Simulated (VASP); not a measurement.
# BaPm (P-6m2) in VASP: notebook

BaPm is run at these levels: PBE; tasks: single point.

Everything below comes from runs of VASP 6.6.1. Logs are shortened: lines on timing, memory, paths and dates and some standing lists are left out, and cuts for length are marked.

## (1) The cell of the first run

It takes space group P-6m2 (No. 187, hexagonal). Conventional cell: a = 3.994 Å, b = 3.994 Å, c = 6.566 Å, α = 90.00°, β = 90.00°, γ = 120.00°. Pm (site symmetry -6m2) has 6 Pm at 3.99 Å and 6 Ba at 4.01 Å within 5.2 Å. Ba (site symmetry -6m2) has 6 Ba at 3.99 Å and 6 Pm at 4.01 Å within 5.2 Å.

## (2) Single point, PBE, collinear spin, ferromagnetic start

Contents of INCAR:

```
SYSTEM = BaPm
PREC = Accurate ; ENCUT = 520
EDIFF = 1E-6 ; ISMEAR = -1
SIGMA = 0.05 ; LREAL = .FALSE.
LASPH = .TRUE. ; NELM = 150
ALGO = Fast ; ISIF = 2
LWAVE = .FALSE. ; LCHARG = .FALSE.
ISPIN = 2 ; MAGMOM = 4 0
LORBIT = 11 ; LMAXMIX = 6
GGA = PE ; NBANDS = 24
```

Contents of KPOINTS:

```
Automatic mesh
0
G
  8 8 4
  0 0 0
```

Contents of POSCAR:

```
BaPm
1.0
    3.9937865639      0.0000000000      0.0000000000
   -1.9968932820      3.4587206216      0.0000000000
    0.0000000000      0.0000000000      6.5658214443
Pm Ba
1 1
Direct
    0.6666666667      0.3333333333      0.0000000000
    0.0000000000      0.0000000000      0.5000000000
```

Potentials or basis: VASP PAW PBE potentials, release 64 (Pm, Ba_sv).

The run is started by

```bash
$ cat potpaw_PBE.64/Pm/POTCAR potpaw_PBE.64/Ba_sv/POTCAR > POTCAR
$ mpirun -np 1 vasp_std > vasp.out
```

OUTCAR:

```text
SYSTEM = BaPm
   PREC = Accurate
   ENCUT = 520
   EDIFF = 1E-6
   ISMEAR = -1
   LREAL = .FALSE.
   LASPH = .TRUE.
   NELM = 150
   ISIF = 2
   ISPIN = 2
   LORBIT = 11
   GGA = PE

 ion  position               nearest neighbor table
   1  0.667  0.333  0.000-   2 4.01   2 4.01   2 4.01   2 4.01   2 4.01   2 4.01
   2  0.000  0.000  0.500-   1 4.01   1 4.01   1 4.01   1 4.01   1 4.01   1 4.01

  LATTYP: Found a hexagonal cell.
 ALAT       =     3.9937865639
 C/A-ratio  =     1.6440090974

  Lattice vectors:

 A1 = (   3.9937865639,   0.0000000000,   0.0000000000)
 A2 = (  -1.9968932820,   3.4587206216,   0.0000000000)
 A3 = (   0.0000000000,   0.0000000000,   6.5658214443)

Analysis of symmetry for initial positions (statically):
=====================================================================
 Subroutine PRICEL returns:
 Original cell was already a primitive cell.

 Routine SETGRP: Setting up the symmetry group for a
 hexagonal supercell.

 Subroutine GETGRP returns: Found 12 space group operations
 (whereof 12 operations were pure point group operations)
 out of a pool of 24 trial point group operations.

The static configuration has the point symmetry D_3h.

Analysis of symmetry for dynamics (positions and initial velocities):
=====================================================================
 Subroutine PRICEL returns:
 Original cell was already a primitive cell.

 Routine SETGRP: Setting up the symmetry group for a
 hexagonal supercell.

 Subroutine GETGRP returns: Found 12 space group operations
 (whereof 12 operations were pure point group operations)
 out of a pool of 24 trial point group operations.

The dynamic configuration has the point symmetry D_3h.

Analysis of structural, dynamic, and magnetic symmetry:
=====================================================================
 Subroutine PRICEL returns:
 Original cell was already a primitive cell.

 Routine SETGRP: Setting up the symmetry group for a
 hexagonal supercell.

 Subroutine GETGRP returns: Found 12 space group operations
 (whereof 12 operations were pure point group operations)
 out of a pool of 24 trial point group operations.

The overall configuration has the point symmetry D_3h.

 Subroutine INISYM returns: Found 12 space group operations
 (whereof 12 operations are pure point group operations),
 and found     1 'primitive' translations

----------------------------------------------------------------------------------------

                                     Primitive cell

  volume of cell :      90.6963

  direct lattice vectors                    reciprocal lattice vectors
     3.993786564  0.000000000  0.000000000     0.250388944  0.144562124  0.000000000
    -1.996893282  3.458720622  0.000000000     0.000000000  0.289124248  0.000000000
     0.000000000  0.000000000  6.565821444     0.000000000  0.000000000  0.152303868

  length of vectors
     3.993786564  3.993786564  6.565821444     0.289124248  0.289124248  0.152303868

  position of ions in fractional coordinates (direct lattice)
     0.666666667  0.333333333  0.000000000
     0.000000000  0.000000000  0.500000000

  ion indices of the primitive-cell ions
   primitive index   ion index
                 1           1
                 2           2

----------------------------------------------------------------------------------------

 KPOINTS: Automatic mesh

Automatic generation of k-mesh.
 Grid dimensions read from file:
 generate k-points for:    8    8    4

 Generating k-lattice:

  Cartesian coordinates                     Fractional coordinates (reciprocal lattice)
     0.031298618  0.018070266  0.000000000     0.125000000 -0.000000000  0.000000000
     0.000000000  0.036140531  0.000000000     0.000000000  0.125000000  0.000000000
     0.000000000  0.000000000  0.038075967     0.000000000  0.000000000  0.250000000

  Length of vectors
     0.036140531  0.036140531  0.038075967

  Shift w.r.t. Gamma in fractional coordinates (k-lattice)
     0.000000000  0.000000000  0.000000000

 Subroutine IBZKPT returns following result:
 ===========================================

 Found     30 irreducible k-points:

 Following reciprocal coordinates:
            Coordinates               Weight
  0.000000  0.000000  0.000000      1.000000
  0.125000  0.000000  0.000000      6.000000
  0.250000  0.000000  0.000000      6.000000
  0.375000  0.000000  0.000000      6.000000
  0.500000  0.000000  0.000000      3.000000
  0.125000  0.125000  0.000000      6.000000
[... 16 lines left out ...]
  0.250000  0.000000  0.500000      6.000000
  0.375000  0.000000  0.500000      6.000000
 [... further k-points ...]
   k-points           NKPTS =     30   k-points in BZ     NKDIM =     30   number of bands    NBANDS=     24
   number of dos      NEDOS =    301   number of ions     NIONS =      2
   total plane-waves  NPLWV =  45000
   dimension x,y,z NGX =    30 NGY =   30 NGZ =   50
   dimension x,y,z NGXF=    60 NGYF=   60 NGZF=  100
   ions per type =               1   1
   NGX,Y,Z   is equivalent  to a cutoff of  12.49, 12.49, 12.66 a.u.
   NGXF,Y,Z  is equivalent  to a cutoff of  24.98, 24.98, 25.32 a.u.
 SYSTEM =  BaPm
   PREC   = accura    normal or accurate (medium, high low for compatibility)
   ISTART =      0    job   : 0-new  1-cont  2-samecut
   ICHARG =      2    charge: 1-file 2-atom 10-const
   ISPIN  =      2    spin polarized calculation?
   LNONCOLLINEAR =      F non collinear calculations
   LSORBIT =      F    spin-orbit coupling
   LASPH  =      T    aspherical Exc in radial PAW
   ENCUT  =  520.0 eV  38.22 Ry    6.18 a.u.   7.43  7.43 12.21*2*pi/ulx,y,z
   NELM   =    150;   NELMIN=  2; NELMDL= -5     # of ELM steps
   EDIFF  = 0.1E-05   stopping-criterion for ELM
   LREAL  =      F    real-space projection
   EDIFFG = 0.1E-04   stopping-criterion for IOM
   NSW    =      0    number of steps for IOM
   IBRION =     -1    ionic relax: 0-MD 1-quasi-New 2-CG
   NFREE  =      0    steps in history (QN), initial steepest desc. (CG)
   ISIF   =      2    stress and relaxation
   ISYM   =      2    0-nonsym 1-usesym 2-fastsym
   POTIM  = 0.5000    time-step for ionic-motion
   TEBEG  =    0.0;   TEEND  =   0.0 temperature during run
   PSTRESS=    0.0 pullay stress
   NELECT =      25.0000    total number of electrons
   NUPDOWN=      -1.0000    fix difference up-down
   EMIN   =  10.00;   EMAX   =-10.00  energy-range for DOS
   EFERMI =   0.00;   METHOD = LEGACY
   ISMEAR =    -1;   SIGMA  =   0.05  broadening in eV -4-tet -1-fermi 0-gaus
   EFERMI_NEDOS =   21; number of points for ismear=-14 and -15
   IALGO  =     68    algorithm
   IMIX   =      4    mixing-type and parameters
     AMIX     =   0.40;   BMIX     =  1.00
     AMIX_MAG =   1.60;   BMIX_MAG =  1.00
  volume/ion in A,a.u.               =      45.35       306.02
  Fermi-wavevector in a.u.,A,eV,Ry     =   1.065430  2.013371 15.444540  1.135142
  Thomas-Fermi vector in A             =   2.200982
   LORBIT       =     11    0 simple, 1 ext, 2 COOP (PROOUT), +10 PAW based schemes
   GGA     = PE    functional components
   LHFCALC =     F    Hartree Fock is set to
   AEXX    =    0.0000 exact exchange contribution
   IVDW    =     0    specifies the selected vdW correction
   LEPSILON=     F    determine dielectric tensor
   LRPA    =     F    only Hartree local field effects (RPA)
 spin polarized calculation
 RMM-DIIS sequential band-by-band and
  energy-cutoff  :      520.00
  volume of cell :       90.70
 maximum number of plane-waves:      2472
 NGX is ok and might be reduce to    30
   NGX = 15   NGY = 15   NGZ = 25

 number of electron      25.0000002 magnetization       5.2658769

 Free energy of the ion-electron system (eV)
  ---------------------------------------------------
  ext. energy  EPLUGINS =         0.00000000
  ---------------------------------------------------
  free energy    TOTEN  =        -9.33391399 eV

  energy without entropy =       -9.25320341  energy(sigma->0) =       -9.29355870

 E-fermi :   3.4775     XC(G=0):  -8.5851

 val. band max:        3.4769698434   @ k =   0.5000   0.0000   0.5000
 cond. band min:       3.4823620649   @ k =   0.2500   0.2500   0.2500
 fundamental gap:      0.0053922214
 Fermi energy:         3.4775338275

 spin component 1

 k-point     1 :       0.0000    0.0000    0.0000
  band No.  band energies     occupation
      1     -35.4206      1.00000
      2     -24.8292      1.00000
      3     -15.9250      1.00000
      4     -15.6806      1.00000
      5     -15.6806      1.00000
      6     -10.0909      1.00000
[... 16 lines left out ...]
     23       6.0769      0.00000
     24       6.3286      0.00000
[... 598 lines left out ...]
      2     -24.7375      1.00000
      3     -15.9812      1.00000
      4     -15.8713      1.00000
      5     -15.7511      1.00000
      6     -10.4113      1.00000
[... 16 lines left out ...]
     23       6.6572      0.00000
     24       8.0127      0.00000

 [... further k-points ...]

 spin component 2

 k-point     1 :       0.0000    0.0000    0.0000
  band No.  band energies     occupation
      1     -33.2300      1.00000
      2     -24.8310      1.00000
      3     -14.3764      1.00000
      4     -14.0264      1.00000
      5     -14.0264      1.00000
      6     -10.0389      1.00000
[... 16 lines left out ...]
     23       6.9994      0.00000
     24       7.0939      0.00000
[... 598 lines left out ...]
      2     -24.7376      1.00000
      3     -14.3680      1.00000
      4     -14.3092      1.00000
      5     -14.1055      1.00000
      6     -10.4380      1.00000
[... 16 lines left out ...]
     23       7.4395      0.00000
     24       8.7496      0.00000

 [... further k-points ...]

------------------------ aborting loop because EDIFF is reached ----------------------------------------

  FORCE on cell =-STRESS in cart. coord.  units (eV):
  Direction    XX          YY          ZZ          XY          YZ          ZX
  --------------------------------------------------------------------------------------
  -------------------------------------------------------------------------------------
  Total        0.5787981      0.5787981      0.8094093     -0.0000000     -0.0000000     -0.0000000
  in kB       10.2246463     10.2246463     14.2984635     -0.0000000     -0.0000000     -0.0000000
  external PRESSURE =      11.5825853 kB  Pullay stress =       0.0000000 kB

 VOLUME and BASIS-vectors are now :
 -----------------------------------------------------------------------------
  energy-cutoff  :      520.00
  volume of cell :       90.70
      direct lattice vectors                 reciprocal lattice vectors
     3.993786564  0.000000000  0.000000000     0.250388944  0.144562124  0.000000000
    -1.996893282  3.458720622  0.000000000     0.000000000  0.289124248  0.000000000
     0.000000000  0.000000000  6.565821444     0.000000000  0.000000000  0.152303868

 POSITION                                       TOTAL-FORCE (eV/Angst)
 -----------------------------------------------------------------------------------
      1.99689      1.15291      0.00000        -0.000000      0.000000      0.000000
      0.00000      0.00000      3.28291         0.000000     -0.000000      0.000000
 -----------------------------------------------------------------------------------
    total drift:                               -0.000000      0.000000      0.000000

  FREE ENERGIE OF THE ION-ELECTRON SYSTEM (eV)
  ---------------------------------------------------
  free  energy   TOTEN  =        -9.3339139871 eV

  energy  without entropy=       -9.2532034076  energy(sigma->0) =       -9.29355870

 total charge

# of ion       s       p       d       f       tot
--------------------------------------------------
    1        2.047   5.494   0.357   4.476  12.374
    2        2.079   5.513   0.427   0.000   8.018
--------------------------------------------------
tot          4.125  11.007   0.784   4.476  20.392

 magnetization (x)

# of ion       s       p       d       f       tot
--------------------------------------------------
    1       -0.008   0.021   0.159   4.469   4.642
    2       -0.001   0.004  -0.003   0.000  -0.000
--------------------------------------------------
tot         -0.010   0.026   0.156   4.469   4.641
```

Wall time 5.7 min (1 thread of Intel Xeon Platinum 8124M at 3.00GHz (Skylake/Cascade Lake), shared host); peak memory 0.32 GiB.

Results:

```
Free energy                                           : -9.3339 eV
Pressure                                              : 1.2 GPa
Net moment                                            : 5.27 μB per cell
Site moments                                          : Pm +4.64; Ba -0.00 μB
Valence electrons inside the program's atomic spheres : Pm 12.37; Ba 8.02
```

Caveat: the magnetic or orbital state may not be the lowest; spin-orbit coupling is left out, which moves the levels of the heavy elements; semilocal functionals describe open f shells poorly, which spoils levels, moments and volumes. The state reached can hang on the start; a lower one may exist.

## (3) Single point, PBE, collinear spin, ferromagnetic start

This run uses another cell than the first one, of 46.24 Å³/atom.

Contents of INCAR:

```
PREC = Accurate ; ENCUT = 520
EDIFF = 1E-7 ; ISMEAR = -1
SIGMA = 0.05 ; LREAL = False
LASPH = True ; NELM = 150
ALGO = Fast ; ISIF = 2
LWAVE = False ; LCHARG = False
ISPIN = 2 ; MAGMOM = 4 0
LORBIT = 11 ; LMAXMIX = 6
GGA = PE ; NBANDS = 24
```

Contents of KPOINTS:

```
regular mesh
0
Gamma
  8 8 4
```

Contents of POSCAR:

```
BaPm
1.0
    4.0197209696      0.0000000000      0.0000000000
   -2.0098604848      3.4811804758      0.0000000000
    0.0000000000      0.0000000000      6.6084578432
Pm Ba
1 1
Direct
    0.6666666667      0.3333333333      0.0000000000
    0.0000000000      0.0000000000      0.5000000000
```

Potentials or basis: VASP PAW PBE potentials, release 64 (Pm, Ba_sv).

The run is started by

```bash
$ cat potpaw_PBE.64/Pm/POTCAR potpaw_PBE.64/Ba_sv/POTCAR > POTCAR
$ mpirun -np 1 vasp_std > vasp.out
```

Run time: 7.6 min. Hardware: 1 thread of Intel Xeon Platinum 8124M at 3.00GHz (Skylake/Cascade Lake), shared host; peak memory 0.32 GiB.

Results (log left out):

```
Free energy                                           : -9.3456 eV
Pressure                                              : 0.9 GPa
Net moment                                            : 5.28 μB per cell
Site moments                                          : Pm +4.65; Ba +0.00 μB
Valence electrons inside the program's atomic spheres : Pm 12.37; Ba 8.01
```

Stress tensor (GPa, compression positive):
```
0.77 0.00 0.00
0.00 0.77 0.00
0.00 0.00 1.17
```

Levels at points of the mesh, in eV from the Fermi level:
Spin up:
| k point | band 11 | band 12 | band 13 | band 14 | band 15 | band 16 | band 17 | band 18 | band 19 | band 20 |
| --- | --- | --- | --- | --- | --- | --- | --- | --- | --- | --- |
| (0.00, 0.00, 0.00) | -0.50 | -0.50 | -0.47 | -0.08 | -0.08 | 0.04 | 0.23 | 1.46 | 1.62 | 1.62 |
| (0.50, 0.00, 0.00) | -0.63 | -0.62 | -0.53 | -0.50 | -0.09 | 0.00 | 0.18 | 0.35 | 0.66 | 1.49 |
| (0.00, 0.00, 0.50) | -0.50 | -0.50 | -0.47 | -0.07 | -0.07 | 0.03 | 0.12 | 0.96 | 1.18 | 1.51 |
| (0.50, 0.00, 0.50) | -0.62 | -0.57 | -0.52 | -0.20 | 0.00 | 0.01 | 0.22 | 0.24 | 0.58 | 1.43 |
Spin down:
| k point | band 7 | band 8 | band 9 | band 10 | band 11 | band 12 | band 13 | band 14 |
| --- | --- | --- | --- | --- | --- | --- | --- | --- |
| (0.00, 0.00, 0.00) | -13.13 | -13.13 | -3.00 | -0.98 | 1.76 | 2.06 | 2.17 | 2.17 |
| (0.50, 0.00, 0.00) | -13.42 | -13.34 | -0.78 | -0.32 | -0.24 | 1.15 | 1.89 | 2.13 |
| (0.00, 0.00, 0.50) | -13.13 | -13.13 | -1.84 | -1.75 | 1.21 | 1.39 | 2.09 | 2.09 |
| (0.50, 0.00, 0.50) | -13.41 | -13.35 | -0.97 | -0.77 | 0.60 | 0.76 | 2.08 | 2.34 |

Caveat: the magnetic or orbital state may not be the lowest; spin-orbit coupling is left out, which moves the levels of the heavy elements; semilocal functionals describe open f shells poorly, which spoils levels, moments and volumes. The state reached can hang on the start; a lower one may exist.
